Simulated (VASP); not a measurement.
# Mg (Fd-3m) in VASP: further runs, part 2 of 2

VASP 6.6.1. The steps go on from the part before.

**4. Single point, PBEsol**

This run uses another cell than the first one, of 22.07 Å³/atom.

Input file INCAR:

```
  PREC = Accurate
  ENCUT = 600
  EDIFF = 1E-6
  ISMEAR = -1
  SIGMA = 0.1
  LREAL = F
  LASPH = T
  NELM = 120
  ALGO = Normal
  ISIF = 2
  LWAVE = F
  LCHARG = F
  GGA = PS
  NBANDS = 9
  GGA_COMPAT = F
```

Input file KPOINTS:

```
regular mesh
0
Gamma
  7 7 7
```

Input file POSCAR:

```
Mg
1.0
    0.0000000000      2.8048377903      2.8048377903
    2.8048377903      0.0000000000      2.8048377903
    2.8048377903      2.8048377903      0.0000000000
Mg
2
Direct
    1.0000000000      1.0000000000      1.0000000000
    0.2500000000      0.2500000000      0.2500000000
```

Potentials or basis: VASP PAW PBE potentials, release 64 (Mg).

Run with:

```
$ cat potpaw_PBE.64/Mg/POTCAR > POTCAR
$ mpirun -np 1 vasp_std > vasp.out
```

OUTCAR:

```text
PREC = Accurate
   ENCUT = 600
   EDIFF = 1E-6
   ISMEAR = -1
   LREAL = F
   LASPH = T
   NELM = 120
   ISIF = 2
   GGA = PS

 ion  position               nearest neighbor table
   1  0.000  0.000  0.000-   2 2.43   2 2.43   2 2.43   2 2.43
   2  0.250  0.250  0.250-   1 2.43   1 2.43   1 2.43   1 2.43

  LATTYP: Found a face centered cubic cell.
 ALAT       =     5.6096755806

  Lattice vectors:

 A1 = (   0.0000000000,   2.8048377903,   2.8048377903)
 A2 = (   2.8048377903,   0.0000000000,   2.8048377903)
 A3 = (   2.8048377903,   2.8048377903,   0.0000000000)

Analysis of symmetry for initial positions (statically):
=====================================================================
 Subroutine PRICEL returns:
 Original cell was already a primitive cell.

 Routine SETGRP: Setting up the symmetry group for a
 face centered cubic supercell.

 Subroutine GETGRP returns: Found 48 space group operations
 (whereof 24 operations were pure point group operations)
 out of a pool of 48 trial point group operations.

The static configuration has the point symmetry T_d .
 The point group associated with its full space group is O_h .

Analysis of symmetry for dynamics (positions and initial velocities):
=====================================================================
 Subroutine PRICEL returns:
 Original cell was already a primitive cell.

 Routine SETGRP: Setting up the symmetry group for a
 face centered cubic supercell.

 Subroutine GETGRP returns: Found 48 space group operations
 (whereof 24 operations were pure point group operations)
 out of a pool of 48 trial point group operations.

The dynamic configuration has the point symmetry T_d .
 The point group associated with its full space group is O_h .

 Subroutine INISYM returns: Found 48 space group operations
 (whereof 24 operations are pure point group operations),
[... 111 lines left out ...]
     AMIX_MAG =   1.60;   BMIX_MAG =  1.00
  volume/ion in A,a.u.               =      22.07       148.91
  Fermi-wavevector in a.u.,A,eV,Ry     =   0.735378  1.389662  7.357762  0.540780
  Thomas-Fermi vector in A             =   1.828560
   LORBIT       =      0    0 simple, 1 ext, 2 COOP (PROOUT), +10 PAW based schemes
   GGA     = PS    functional components
   LHFCALC =     F    Hartree Fock is set to
   AEXX    =    0.0000 exact exchange contribution
   IVDW    =     0    specifies the selected vdW correction
   LEPSILON=     F    determine dielectric tensor
   LRPA    =     F    only Hartree local field effects (RPA)
 non-spin polarized calculation
  energy-cutoff  :      600.00
  volume of cell :       44.13
 maximum number of plane-waves:      1483
   NGX = 15   NGY = 15   NGZ = 15

 number of electron       4.0000000 magnetization

 Free energy of the ion-electron system (eV)
  ---------------------------------------------------
  ext. energy  EPLUGINS =         0.00000000
  ---------------------------------------------------
  free energy    TOTEN  =        -0.43323664 eV

  energy without entropy =       -0.39859494  energy(sigma->0) =       -0.41591579

 E-fermi :   2.6743     XC(G=0):  -8.5676

 val. band max:        2.6530431627   @ k =  -0.4286   0.4286   0.1429
 cond. band min:       2.7899524927   @ k =  -0.4286   0.4286   0.1429
 fundamental gap:      0.1369093300
 Fermi energy:         2.6743163444

 k-point     1 :       0.0000    0.0000    0.0000
  band No.  band energies     occupation
      1      -4.4072      2.00000
      2       7.6235      0.00000
      3       7.6235      0.00000
      4       7.6235      0.00000
      5       8.4681      0.00000
      6       8.4681      0.00000
      7       8.4681      0.00000
      8      11.6234      0.00000
      9      11.6234      0.00000
[... 217 lines left out ...]
 k-point    20 :      -0.2857    0.4286    0.1429
  band No.  band energies     occupation
      1       0.2884      2.00000
      2       1.0673      2.00000
      3       1.4132      1.99999
      4       3.1127      0.02464
      5       8.1183      0.00000
      6      10.1068      0.00000
      7      11.1589      0.00000
      8      11.5287      0.00000
      9      15.3628      0.00000

------------------------ aborting loop because EDIFF is reached ----------------------------------------

  FORCE on cell =-STRESS in cart. coord.  units (eV):
  Direction    XX          YY          ZZ          XY          YZ          ZX
  --------------------------------------------------------------------------------------
  -------------------------------------------------------------------------------------
  Total        5.5801430      5.5801430      5.5801430      0.0000000     -0.0000000      0.0000000
  in kB      202.5828446    202.5828446    202.5828446      0.0000000     -0.0000000      0.0000000
  external PRESSURE =     202.5828446 kB  Pullay stress =       0.0000000 kB

 VOLUME and BASIS-vectors are now :
 -----------------------------------------------------------------------------
  energy-cutoff  :      600.00
  volume of cell :       44.13
      direct lattice vectors                 reciprocal lattice vectors
     0.000000000  2.804837790  2.804837790    -0.178263428  0.178263428  0.178263428
     2.804837790  0.000000000  2.804837790     0.178263428 -0.178263428  0.178263428
     2.804837790  2.804837790  0.000000000     0.178263428  0.178263428 -0.178263428

 POSITION                                       TOTAL-FORCE (eV/Angst)
 -----------------------------------------------------------------------------------
      0.00000      0.00000      0.00000        -0.000000      0.000000      0.000000
      1.40242      1.40242      1.40242         0.000000     -0.000000     -0.000000
 -----------------------------------------------------------------------------------
    total drift:                                0.000000     -0.000000     -0.000000

  FREE ENERGIE OF THE ION-ELECTRON SYSTEM (eV)
  ---------------------------------------------------
  free  energy   TOTEN  =        -0.4332366434 eV

  energy  without entropy=       -0.3985949368  energy(sigma->0) =       -0.41591579
```

stdout:

```text
POSCAR found type information on POSCAR Mg
 POSCAR found :  1 types and       2 ions
 scaLAPACK will be used
 -----------------------------------------------------------------------------
|                                                                             |
|                                                                             |
|     You enforced a specific xc type in the INCAR file but a different       |
|     I HOPE YOU KNOW WHAT YOU ARE DOING!                                     |
|                                                                             |
 -----------------------------------------------------------------------------

 LDA part: xc-table for (Slater+PW92), standard interpolation
 POSCAR, INCAR and KPOINTS ok, starting setup
 FFT: planning ... GRIDC
 FFT: planning ... GRID_SOFT
 FFT: planning ... GRID
 WAVECAR not read
 entering main loop
```

Run time: 3.8 s. Hardware: 1 thread of Intel Xeon 6975P-C (Granite Rapids), shared host; peak memory 0.16 GiB.

What came out:

* Free energy: -0.4332 eV
* Pressure: 20.3 GPa
* Band gap on the k mesh: zero (bands 2 and 3 overlap by 6.21 eV)

Levels at points of the mesh, in eV from the Fermi level:
```
           k point  band 1  band 2  band 3  band 4  band 5
(0.00, 0.00, 0.00)   -7.08    4.95    4.95    4.95    5.79
```

Caveat: the cell stands under pressure; the PAW data sets were made with another functional, which shifts forces and pressure a little.

**5. Single point, PBEsol**

This run uses another cell than the first one, of 39.13 Å³/atom.

Input file INCAR:

```
SYSTEM = Mg
PREC     = Accurate       ! precision mode
ENCUT    = 600            ! plane-wave cutoff, eV
EDIFF    = 1E-6           ! SCF threshold, eV
ISMEAR   = -1             ! smearing method
SIGMA    = 0.1            ! smearing width, eV
LREAL    = .False.        ! projectors in reciprocal space
LASPH    = .True.         ! aspherical terms in the spheres
NELM     = 120            ! most SCF steps
ALGO     = Normal         ! electronic algorithm
ISIF     = 2              ! what is computed and relaxed
LWAVE    = .False.        ! write WAVECAR
LCHARG   = .True.         ! write CHGCAR
GGA      = PS             ! functional
LELF     = .True.         ! ELF
LVHAR    = .True.       
NBANDS   = 9              ! bands
GGA_COMPAT= .False.
```

Input file KPOINTS:

```
Automatic mesh
0
Gamma
  7 7 7
  0 0 0
```

Input file POSCAR:

```
Mg
1.0
    0.0000000000      3.3948577230      3.3948577230
    3.3948577230      0.0000000000      3.3948577230
    3.3948577230      3.3948577230      0.0000000000
Mg
2
Direct
    1.0000000000      1.0000000000      1.0000000000
    0.2500000000      0.2500000000      0.2500000000
```

Potentials or basis: VASP PAW PBE potentials, release 64 (Mg).

Run with:

```
$ cat potpaw_PBE.64/Mg/POTCAR > POTCAR
$ mpirun -np 1 vasp_std > vasp.out
```

OUTCAR:

```text
SYSTEM = Mg
   PREC = Accurate
   ENCUT = 600
   EDIFF = 1E-6
   ISMEAR = -1
   LREAL = .False.
   LASPH = .True.
   NELM = 120
   ISIF = 2
   GGA = PS

 ion  position               nearest neighbor table
   1  0.000  0.000  0.000-   2 2.94   2 2.94   2 2.94   2 2.94
   2  0.250  0.250  0.250-   1 2.94   1 2.94   1 2.94   1 2.94

  LATTYP: Found a face centered cubic cell.
 ALAT       =     6.7897154460

  Lattice vectors:

 A1 = (   0.0000000000,   3.3948577230,   3.3948577230)
 A2 = (   3.3948577230,   0.0000000000,   3.3948577230)
 A3 = (   3.3948577230,   3.3948577230,   0.0000000000)

Analysis of symmetry for initial positions (statically):
=====================================================================
 Subroutine PRICEL returns:
 Original cell was already a primitive cell.

 Routine SETGRP: Setting up the symmetry group for a
 face centered cubic supercell.

 Subroutine GETGRP returns: Found 48 space group operations
 (whereof 24 operations were pure point group operations)
 out of a pool of 48 trial point group operations.

The static configuration has the point symmetry T_d .
 The point group associated with its full space group is O_h .

Analysis of symmetry for dynamics (positions and initial velocities):
=====================================================================
 Subroutine PRICEL returns:
 Original cell was already a primitive cell.

 Routine SETGRP: Setting up the symmetry group for a
 face centered cubic supercell.

 Subroutine GETGRP returns: Found 48 space group operations
 (whereof 24 operations were pure point group operations)
 out of a pool of 48 trial point group operations.

The dynamic configuration has the point symmetry T_d .
 The point group associated with its full space group is O_h .

 Subroutine INISYM returns: Found 48 space group operations
 (whereof 24 operations are pure point group operations),
 and found     1 'primitive' translations

----------------------------------------------------------------------------------------

                                     Primitive cell

  volume of cell :      78.2519

  direct lattice vectors                    reciprocal lattice vectors
     0.000000000  3.394857723  3.394857723    -0.147281577  0.147281577  0.147281577
     3.394857723  0.000000000  3.394857723     0.147281577 -0.147281577  0.147281577
     3.394857723  3.394857723  0.000000000     0.147281577  0.147281577 -0.147281577

  length of vectors
     4.801053834  4.801053834  4.801053834     0.255099175  0.255099175  0.255099175

  position of ions in fractional coordinates (direct lattice)
     0.000000000  0.000000000  0.000000000
     0.250000000  0.250000000  0.250000000

  ion indices of the primitive-cell ions
   primitive index   ion index
                 1           1
                 2           2

----------------------------------------------------------------------------------------

 KPOINTS: Automatic mesh

Automatic generation of k-mesh.
 Grid dimensions read from file:
 generate k-points for:    7    7    7

 Generating k-lattice:

  Cartesian coordinates                     Fractional coordinates (reciprocal lattice)
    -0.021040225  0.021040225  0.021040225     0.142857143  0.000000000  0.000000000
     0.021040225 -0.021040225  0.021040225     0.000000000  0.142857143  0.000000000
     0.021040225  0.021040225 -0.021040225     0.000000000  0.000000000  0.142857143

  Length of vectors
     0.036442739  0.036442739  0.036442739

  Shift w.r.t. Gamma in fractional coordinates (k-lattice)
     0.000000000  0.000000000  0.000000000

 Subroutine IBZKPT returns following result:
 ===========================================

 Found     20 irreducible k-points:

 Following reciprocal coordinates:
            Coordinates               Weight
  0.000000  0.000000  0.000000      1.000000
  0.142857  0.000000  0.000000      8.000000
  0.285714  0.000000  0.000000      8.000000
  0.428571  0.000000  0.000000      8.000000
  0.142857  0.142857  0.000000      6.000000
  0.285714  0.142857  0.000000     24.000000
[... 12 lines left out ...]
 -0.428571  0.428571  0.142857     24.000000
 -0.285714  0.428571  0.142857     24.000000
   k-points           NKPTS =     20   k-points in BZ     NKDIM =     20   number of bands    NBANDS=      9
   number of dos      NEDOS =    301   number of ions     NIONS =      2
   total plane-waves  NPLWV =  64000
   dimension x,y,z NGX =    40 NGY =   40 NGZ =   40
   dimension x,y,z NGXF=    80 NGYF=   80 NGZF=   80
   ions per type =               2
   NGX,Y,Z   is equivalent  to a cutoff of  13.85, 13.85, 13.85 a.u.
   NGXF,Y,Z  is equivalent  to a cutoff of  27.70, 27.70, 27.70 a.u.
 SYSTEM =  Mg
   PREC   = accura    normal or accurate (medium, high low for compatibility)
   ISTART =      0    job   : 0-new  1-cont  2-samecut
   ICHARG =      2    charge: 1-file 2-atom 10-const
   ISPIN  =      1    spin polarized calculation?
   LNONCOLLINEAR =      F non collinear calculations
   LSORBIT =      F    spin-orbit coupling
   LASPH  =      T    aspherical Exc in radial PAW
   ENCUT  =  600.0 eV  44.10 Ry    6.64 a.u.   9.59  9.59  9.59*2*pi/ulx,y,z
   NELM   =    120;   NELMIN=  2; NELMDL= -5     # of ELM steps
   EDIFF  = 0.1E-05   stopping-criterion for ELM
   LREAL  =      F    real-space projection
   EDIFFG = 0.1E-04   stopping-criterion for IOM
   NSW    =      0    number of steps for IOM
   IBRION =     -1    ionic relax: 0-MD 1-quasi-New 2-CG
   NFREE  =      0    steps in history (QN), initial steepest desc. (CG)
   ISIF   =      2    stress and relaxation
   ISYM   =      2    0-nonsym 1-usesym 2-fastsym
   POTIM  = 0.5000    time-step for ionic-motion
   TEBEG  =    0.0;   TEEND  =   0.0 temperature during run
   PSTRESS=    0.0 pullay stress
   NELECT =       4.0000    total number of electrons
   NUPDOWN=      -1.0000    fix difference up-down
   EMIN   =  10.00;   EMAX   =-10.00  energy-range for DOS
   EFERMI =   0.00;   METHOD = LEGACY
   ISMEAR =    -1;   SIGMA  =   0.10  broadening in eV -4-tet -1-fermi 0-gaus
   EFERMI_NEDOS =   21; number of points for ismear=-14 and -15
   IALGO  =     38    algorithm
   IMIX   =      4    mixing-type and parameters
     AMIX     =   0.40;   BMIX     =  1.00
     AMIX_MAG =   1.60;   BMIX_MAG =  1.00
  volume/ion in A,a.u.               =      39.13       264.03
  Fermi-wavevector in a.u.,A,eV,Ry     =   0.607570  1.148142  5.022478  0.369142
  Thomas-Fermi vector in A             =   1.662081
   LORBIT       =      0    0 simple, 1 ext, 2 COOP (PROOUT), +10 PAW based schemes
   GGA     = PS    functional components
   LHFCALC =     F    Hartree Fock is set to
   AEXX    =    0.0000 exact exchange contribution
   IVDW    =     0    specifies the selected vdW correction
   LEPSILON=     F    determine dielectric tensor
   LRPA    =     F    only Hartree local field effects (RPA)
 non-spin polarized calculation
  energy-cutoff  :      600.00
  volume of cell :       78.25
 maximum number of plane-waves:      2643
   NGX = 19   NGY = 19   NGZ = 19

 number of electron       4.0000000 magnetization

 Free energy of the ion-electron system (eV)
  ---------------------------------------------------
  ext. energy  EPLUGINS =         0.00000000
  ---------------------------------------------------
  free energy    TOTEN  =        -1.80379407 eV

  energy without entropy =       -1.76271258  energy(sigma->0) =       -1.78325332

 E-fermi :   0.1867     XC(G=0):  -6.8366

 val. band max:        0.1303987687   @ k =   0.4286   0.2857   0.1429
 cond. band min:       0.2681691783   @ k =  -0.4286   0.4286   0.0000
 fundamental gap:      0.1377704096
 Fermi energy:         0.1866591844

 k-point     1 :       0.0000    0.0000    0.0000
  band No.  band energies     occupation
      1      -4.8704      2.00000
      2       3.4220      0.00000
      3       3.4220      0.00000
      4       3.4220      0.00000
      5       4.4652      0.00000
      6       4.4652      0.00000
      7       4.4652      0.00000
      8       6.1342      0.00000
      9       6.9757      0.00000
[... 217 lines left out ...]
 k-point    20 :      -0.2857    0.4286    0.1429
  band No.  band energies     occupation
      1      -2.0706      2.00000
      2      -1.3870      2.00000
      3      -0.2525      1.97554
      4       0.7160      0.00999
      5       4.2389      0.00000
      6       5.6692      0.00000
      7       6.4438      0.00000
      8       6.5430      0.00000
      9       9.1016      0.00000

------------------------ aborting loop because EDIFF is reached ----------------------------------------

  FORCE on cell =-STRESS in cart. coord.  units (eV):
  Direction    XX          YY          ZZ          XY          YZ          ZX
  --------------------------------------------------------------------------------------
  -------------------------------------------------------------------------------------
  Total        0.0032320      0.0032320      0.0032320      0.0000000     -0.0000000     -0.0000000
  in kB        0.0661735      0.0661735      0.0661735      0.0000000     -0.0000000     -0.0000000
  external PRESSURE =       0.0661735 kB  Pullay stress =       0.0000000 kB

 VOLUME and BASIS-vectors are now :
 -----------------------------------------------------------------------------
  energy-cutoff  :      600.00
  volume of cell :       78.25
      direct lattice vectors                 reciprocal lattice vectors
     0.000000000  3.394857723  3.394857723    -0.147281577  0.147281577  0.147281577
     3.394857723  0.000000000  3.394857723     0.147281577 -0.147281577  0.147281577
     3.394857723  3.394857723  0.000000000     0.147281577  0.147281577 -0.147281577

 POSITION                                       TOTAL-FORCE (eV/Angst)
 -----------------------------------------------------------------------------------
      0.00000      0.00000      0.00000         0.000000     -0.000000     -0.000000
      1.69743      1.69743      1.69743        -0.000000      0.000000      0.000000
 -----------------------------------------------------------------------------------
    total drift:                               -0.000000      0.000000     -0.000000

  FREE ENERGIE OF THE ION-ELECTRON SYSTEM (eV)
  ---------------------------------------------------
  free  energy   TOTEN  =        -1.8037940660 eV

  energy  without entropy=       -1.7627125777  energy(sigma->0) =       -1.78325332
```

It took 8.8 s on 1 thread of Intel Xeon 6975P-C (Granite Rapids), shared host; peak memory 0.23 GiB.

What came out:

- Free energy: -1.8038 eV
- Pressure: 0.0 GPa
- Band gap on the k mesh: zero (bands 2 and 3 overlap by 3.67 eV)

Levels at points of the mesh, in eV from the Fermi level:
```tsv
k point	band 1	band 2	band 3	band 4	band 5
(0.00, 0.00, 0.00)	-5.06	3.24	3.24	3.24	4.28
```

Caveat: the PAW data sets were made with another functional, which shifts forces and pressure a little.

**6. Summary**

```tsv
cell	gap on the mesh (eV)	pressure (GPa)
a = 3.524 Å, angles 60.0°, 2 atoms	none	60.5
a = 3.693 Å, angles 60.0°, 2 atoms	none	40.5
a = 3.967 Å, angles 60.0°, 2 atoms	none	20.3
a = 4.801 Å, angles 60.0°, 2 atoms	none	0.0
```

Alike in all rows: task single point; level PBEsol; potentials or basis VASP PAW PBE potentials, release 64 (Mg); no spin polarisation; k mesh 7 × 7 × 7; cutoff (eV) 600; smearing fermi-dirac 0.1 eV.

Caveats: the PAW data sets were made with another functional, which shifts forces and pressure a little; the cell stands under pressure (at least some runs).

Total energies depend on the potentials used, so only differences within one code and one set of settings carry meaning.
